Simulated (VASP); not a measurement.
# Ta3C2 (R-3m) in VASP: single point with r2SCAN

Aim: the single point of Ta3C2 with r2SCAN.

Program: VASP 6.6.1. These are calculated values, not measurements. Logs are shortened: lines on timing, memory, paths and dates and some standing lists are left out, and cuts for length are marked.

## 1. The cell of the first run

It takes space group R-3m (No. 166, trigonal). The conventional cell has a = 3.134 Å, b = 3.134 Å, c = 22.413 Å, α = 90.00°, β = 90.00°, γ = 120.00°. Within 3.2 Å of Ta (site symmetry -3m) lie 6 C at 2.24 Å and 12 Ta at 3.11 to 3.13 Å. Within 2.9 Å of Ta (site symmetry 3m) lie 3 C at 2.18 Å. C (site symmetry 3m) has 6 Ta at 2.18 to 2.24 Å within 2.9 Å.

## 2. Single point, r2SCAN

POSCAR

```
Ta3C2
1.0
    1.5672347603      0.9048434108      7.4711604132
   -1.5672347603      0.9048434108      7.4711604132
    0.0000000000     -1.8096868215      7.4711604132
Ta C
3 2
Direct
    0.0000000000      0.0000000000      0.0000000000
    0.2206540691      0.2206540691      0.2206540691
    0.7793459309      0.7793459309      0.7793459309
    0.3919385247      0.3919385247      0.3919385247
    0.6080614753      0.6080614753      0.6080614753
```

INCAR.step1

```
SYSTEM = Ta3C2
PREC = Accurate
ENCUT = 520
ISMEAR = 0
SIGMA = 0.1
LREAL = .FALSE.
LASPH = .TRUE.
NELM = 60
NBANDS = 28
GGA = PE
ALGO = Normal
EDIFF = 1E-4
LWAVE = .TRUE.
LCHARG = .FALSE.
```

INCAR.step2

```
SYSTEM = Ta3C2
PREC = Accurate
ENCUT = 520
EDIFF = 1E-6
ISMEAR = 0
SIGMA = 0.1
LREAL = .FALSE.
LASPH = .TRUE.
NELM = 60
ALGO = Normal
ISIF = 2
LWAVE = .FALSE.
LCHARG = .FALSE.
METAGGA = R2SCAN
LMIXTAU = .TRUE.
NBANDS = 28
ISTART = 1
```

KPOINTS

```
regular mesh
0
G
  12 12 12
  0 0 0
```

Potentials or basis: VASP PAW PBE potentials, release 64 (Ta_pv, C).

On the command line:

```console
$ cat potpaw_PBE.64/Ta_pv/POTCAR potpaw_PBE.64/C/POTCAR > POTCAR
$ cp INCAR.step1 INCAR
$ mpirun -np 1 vasp_std > vasp.out
$ cp INCAR.step2 INCAR
$ mpirun -np 1 vasp_std > vasp.out
```

OUTCAR:

```text
SYSTEM = Ta3C2
   PREC = Accurate
   ENCUT = 520
   EDIFF = 1E-6
   ISMEAR = 0
   LREAL = .FALSE.
   LASPH = .TRUE.
   NELM = 60
   ISIF = 2
   METAGGA = R2SCAN
   ISTART = 1

 ion  position               nearest neighbor table
   1  0.000  0.000  0.000-   5 2.24   5 2.24   4 2.24   4 2.24   5 2.24   4 2.24   2 3.11   3 3.11
                             2 3.11   3 3.11   2 3.11   3 3.11
   2  0.221  0.221  0.221-   5 2.18   5 2.18   5 2.18   3 3.02   3 3.02   3 3.02   1 3.11   1 3.11
                             1 3.11
   3  0.779  0.779  0.779-   4 2.18   4 2.18   4 2.18   2 3.02   2 3.02   2 3.02   1 3.11   1 3.11
                             1 3.11
   4  0.392  0.392  0.392-   3 2.18   3 2.18   3 2.18   1 2.24   1 2.24   1 2.24
   5  0.608  0.608  0.608-   2 2.18   2 2.18   2 2.18   1 2.24   1 2.24   1 2.24

  LATTYP: Found a trigonal (rhomboedric) cell.
 ALAT       =     7.6872104376
 COS(alpha) =     0.9168694667

  Lattice vectors:

 A1 = (   1.5672347603,   0.9048434108,   7.4711604132)
 A2 = (  -1.5672347603,   0.9048434108,   7.4711604132)
 A3 = (   0.0000000000,  -1.8096868215,   7.4711604132)

Analysis of symmetry for initial positions (statically):
=====================================================================
 Subroutine PRICEL returns:
 Original cell was already a primitive cell.

 Routine SETGRP: Setting up the symmetry group for a
 trigonal (rhombohedral) supercell.

 Subroutine GETGRP returns: Found 12 space group operations
 (whereof 12 operations were pure point group operations)
 out of a pool of 12 trial point group operations.

The static configuration has the point symmetry D_3d.

Analysis of symmetry for dynamics (positions and initial velocities):
=====================================================================
 Subroutine PRICEL returns:
 Original cell was already a primitive cell.

 Routine SETGRP: Setting up the symmetry group for a
 trigonal (rhombohedral) supercell.

 Subroutine GETGRP returns: Found 12 space group operations
 (whereof 12 operations were pure point group operations)
 out of a pool of 12 trial point group operations.

The dynamic configuration has the point symmetry D_3d.

 Subroutine INISYM returns: Found 12 space group operations
 (whereof 12 operations are pure point group operations),
 and found     1 'primitive' translations

----------------------------------------------------------------------------------------

                                     Primitive cell

  volume of cell :      63.5692

  direct lattice vectors                    reciprocal lattice vectors
     1.567234760  0.904843411  7.471160413     0.319033251  0.184193933  0.044616005
    -1.567234760  0.904843411  7.471160413    -0.319033251  0.184193933  0.044616005
     0.000000000 -1.809686821  7.471160413     0.000000000 -0.368387866  0.044616005

  length of vectors
     7.687210438  7.687210438  7.687210438     0.371079786  0.371079786  0.371079786

  position of ions in fractional coordinates (direct lattice)
     0.000000000  0.000000000  0.000000000
     0.220654069  0.220654069  0.220654069
     0.779345931  0.779345931  0.779345931
     0.391938525  0.391938525  0.391938525
     0.608061475  0.608061475  0.608061475

  ion indices of the primitive-cell ions
   primitive index   ion index
                 1           1
                 2           2
                 3           3
                 4           4
                 5           5

----------------------------------------------------------------------------------------

 KPOINTS: regular mesh

Automatic generation of k-mesh.
 Grid dimensions read from file:
 generate k-points for:   12   12   12

 Generating k-lattice:

  Cartesian coordinates                     Fractional coordinates (reciprocal lattice)
     0.026586104  0.015349494  0.003718000     0.083333333  0.000000000  0.000000000
    -0.026586104  0.015349494  0.003718000     0.000000000  0.083333333  0.000000000
     0.000000000 -0.030698989  0.003718000     0.000000000  0.000000000  0.083333333

  Length of vectors
     0.030923316  0.030923316  0.030923316

  Shift w.r.t. Gamma in fractional coordinates (k-lattice)
     0.000000000  0.000000000  0.000000000

 Subroutine IBZKPT returns following result:
 ===========================================

 Found    189 irreducible k-points:

 Following reciprocal coordinates:
            Coordinates               Weight
  0.000000  0.000000  0.000000      1.000000
  0.083333 -0.000000  0.000000      6.000000
  0.166667 -0.000000  0.000000      6.000000
  0.250000 -0.000000  0.000000      6.000000
  0.333333 -0.000000  0.000000      6.000000
  0.416667 -0.000000 -0.000000      6.000000
[... 16 lines left out ...]
  0.500000  0.166667  0.000000     12.000000
 -0.416667  0.166667  0.000000     12.000000
 [... further k-points ...]
   k-points           NKPTS =    189   k-points in BZ     NKDIM =    189   number of bands    NBANDS=     28
   number of dos      NEDOS =    301   number of ions     NIONS =      5
   total plane-waves  NPLWV = 216000
   dimension x,y,z NGX =    60 NGY =   60 NGZ =   60
   dimension x,y,z NGXF=   120 NGYF=  120 NGZF=  120
   ions per type =               3   2
   NGX,Y,Z   is equivalent  to a cutoff of  12.98, 12.98, 12.98 a.u.
   NGXF,Y,Z  is equivalent  to a cutoff of  25.95, 25.95, 25.95 a.u.
 SYSTEM =  Ta3C2
   PREC   = accura    normal or accurate (medium, high low for compatibility)
   ISTART =      1    job   : 0-new  1-cont  2-samecut
   ICHARG =      0    charge: 1-file 2-atom 10-const
   ISPIN  =      1    spin polarized calculation?
   LNONCOLLINEAR =      F non collinear calculations
   LSORBIT =      F    spin-orbit coupling
   LASPH  =      T    aspherical Exc in radial PAW
   ENCUT  =  520.0 eV  38.22 Ry    6.18 a.u.  14.29 14.29 14.29*2*pi/ulx,y,z
   NELM   =     60;   NELMIN=  2; NELMDL=  0     # of ELM steps
   EDIFF  = 0.1E-05   stopping-criterion for ELM
   LREAL  =      F    real-space projection
   EDIFFG = 0.1E-04   stopping-criterion for IOM
   NSW    =      0    number of steps for IOM
   IBRION =     -1    ionic relax: 0-MD 1-quasi-New 2-CG
   NFREE  =      0    steps in history (QN), initial steepest desc. (CG)
   ISIF   =      2    stress and relaxation
   ISYM   =      2    0-nonsym 1-usesym 2-fastsym
   POTIM  = 0.5000    time-step for ionic-motion
   TEBEG  =    0.0;   TEEND  =   0.0 temperature during run
   PSTRESS=    0.0 pullay stress
   NELECT =      41.0000    total number of electrons
   NUPDOWN=      -1.0000    fix difference up-down
   EMIN   =  10.00;   EMAX   =-10.00  energy-range for DOS
   EFERMI =   0.00;   METHOD = LEGACY
   ISMEAR =     0;   SIGMA  =   0.10  broadening in eV -4-tet -1-fermi 0-gaus
   EFERMI_NEDOS =   21; number of points for ismear=-14 and -15
   IALGO  =     38    algorithm
   IMIX   =      4    mixing-type and parameters
     AMIX     =   0.40;   BMIX     =  1.00
     AMIX_MAG =   1.60;   BMIX_MAG =  1.00
  volume/ion in A,a.u.               =      12.71        85.80
  Fermi-wavevector in a.u.,A,eV,Ry     =   1.414449  2.672920 27.220700  2.000665
  Thomas-Fermi vector in A             =   2.535990
   LORBIT       =      0    0 simple, 1 ext, 2 COOP (PROOUT), +10 PAW based schemes
   METAGGA = R2SCAN    functional components
   LHFCALC =     F    Hartree Fock is set to
   AEXX    =    0.0000 exact exchange contribution
   IVDW    =     0    specifies the selected vdW correction
   LEPSILON=     F    determine dielectric tensor
   LRPA    =     F    only Hartree local field effects (RPA)
 non-spin polarized calculation
 Gauss-broadening in eV      SIGMA  =   0.10
  energy-cutoff  :      520.00
  volume of cell :       63.57
 maximum number of plane-waves:      1734
 NGX is ok and might be reduce to    60
   NGX = 29   NGY = 29   NGZ = 29

 number of electron      41.0000002 magnetization

 Free energy of the ion-electron system (eV)
  ---------------------------------------------------
  ext. energy  EPLUGINS =         0.00000000
  ---------------------------------------------------
  free energy    TOTEN  =      -169.09418923 eV

  energy without entropy =     -169.08836872  energy(sigma->0) =     -169.09127897

 E-fermi :   7.4061     XC(G=0): -13.9839

 val. band max:        7.4006688132   @ k =   0.4167   0.1667   0.0833
 cond. band min:       7.4073149076   @ k =   0.4167   0.4167   0.1667
 fundamental gap:      0.0066460943
 Fermi energy:         7.4060973397

 k-point     1 :       0.0000    0.0000    0.0000
  band No.  band energies     occupation
      1     -29.4071      2.00000
      2     -28.9815      2.00000
      3     -28.9815      2.00000
      4     -28.8777      2.00000
      5     -28.3964      2.00000
      6     -28.3964      2.00000
[... 20 lines left out ...]
     27      10.6277      0.00000
     28      10.6277      0.00000

 k-point     2 :       0.0833   -0.0000    0.0000
  band No.  band energies     occupation
      1     -29.3986      2.00000
      2     -29.0356      2.00000
      3     -28.9912      2.00000
      4     -28.8518      2.00000
      5     -28.4399      2.00000
      6     -28.4071      2.00000
[... 20 lines left out ...]
     27      10.3374      0.00000
     28      10.6500      0.00000

 k-point     3 :       0.1667   -0.0000    0.0000
  band No.  band energies     occupation
      1     -29.3756      2.00000
      2     -29.1569      2.00000
      3     -29.0176      2.00000
      4     -28.8088      2.00000
      5     -28.5401      2.00000
      6     -28.4706      2.00000
[... 20 lines left out ...]
     27      10.7478      0.00000
     28      11.3321      0.00000

 k-point     4 :       0.2500   -0.0000    0.0000
  band No.  band energies     occupation
      1     -29.3466      2.00000
      2     -29.3070      2.00000
      3     -29.0533      2.00000
      4     -28.7810      2.00000
      5     -28.6632      2.00000
      6     -28.5900      2.00000
[... 578 lines left out ...]
     27      11.7998      0.00000
     28      12.1664      0.00000

 k-point    23 :       0.5000    0.1667    0.0000
  band No.  band energies     occupation
      1     -29.5201      2.00000
      2     -29.2809      2.00000
      3     -29.2110      2.00000
      4     -28.8787      2.00000
      5     -28.8454      2.00000
      6     -28.6434      2.00000
[... 20 lines left out ...]
     27      11.8201      0.00000
     28      12.3515      0.00000

 k-point    24 :      -0.4167    0.1667    0.0000
  band No.  band energies     occupation
      1     -29.5457      2.00000
      2     -29.2767      2.00000
      3     -29.2273      2.00000
      4     -28.8977      2.00000
      5     -28.8637      2.00000
      6     -28.6351      2.00000
[... 20 lines left out ...]
     27      11.3860      0.00000
     28      12.4241      0.00000

 [... further k-points ...]

------------------------ aborting loop because EDIFF is reached ----------------------------------------

  FORCE on cell =-STRESS in cart. coord.  units (eV):
  Direction    XX          YY          ZZ          XY          YZ          ZX
  --------------------------------------------------------------------------------------
  -------------------------------------------------------------------------------------
  Total        0.4175958      0.4175958      0.3766253     -0.0000000      0.0000000      0.0000000
  in kB       10.5249465     10.5249465      9.4923406     -0.0000000      0.0000000      0.0000000
  external PRESSURE =      10.1807445 kB  Pullay stress =       0.0000000 kB

 VOLUME and BASIS-vectors are now :
 -----------------------------------------------------------------------------
  energy-cutoff  :      520.00
  volume of cell :       63.57
      direct lattice vectors                 reciprocal lattice vectors
     1.567234760  0.904843411  7.471160413     0.319033251  0.184193933  0.044616005
    -1.567234760  0.904843411  7.471160413    -0.319033251  0.184193933  0.044616005
     0.000000000 -1.809686821  7.471160413     0.000000000 -0.368387866  0.044616005

 POSITION                                       TOTAL-FORCE (eV/Angst)
 -----------------------------------------------------------------------------------
      0.00000      0.00000      0.00000        -0.000000      0.000000     -0.000000
      0.00000      0.00000      4.94563         0.000000     -0.000000     -0.042837
      0.00000      0.00000     17.46786         0.000000      0.000000      0.042837
      0.00000      0.00000      8.78471         0.000000      0.000000      0.010747
      0.00000      0.00000     13.62877         0.000000     -0.000000     -0.010747
 -----------------------------------------------------------------------------------
    total drift:                               -0.000000     -0.000000      0.000000

  FREE ENERGIE OF THE ION-ELECTRON SYSTEM (eV)
  ---------------------------------------------------
  free  energy   TOTEN  =      -169.0941892278 eV

  energy  without entropy=     -169.0883687198  energy(sigma->0) =     -169.09127897
```

Run time: 43 min. Hardware: 1 thread of Intel Xeon 6975P-C (Granite Rapids), shared host; peak memory 0.72 GiB.

Results:

| Item | Value |
| --- | --- |
| Free energy | -169.0942 eV |
| Pressure | 1.0 GPa |
| Largest force | 0.043 eV/Å |
| Band gap on the k mesh | zero (an odd number of electrons rules out a gap without spin polarisation) |

Forces in eV/Å, atoms in the order of the input:
```
Ta   0.000  0.000  0.000
Ta   0.000  0.000 -0.043
Ta   0.000  0.000  0.043
C    0.000  0.000  0.011
C    0.000  0.000 -0.011
```

Stress tensor (GPa, compression positive):
```
1.05 0.00 0.00
0.00 1.05 0.00
0.00 0.00 0.95
```

Caveat: the PAW data sets were made with another functional, which shifts forces and pressure a little; spin-orbit coupling is left out, which moves the levels of the heavy elements.
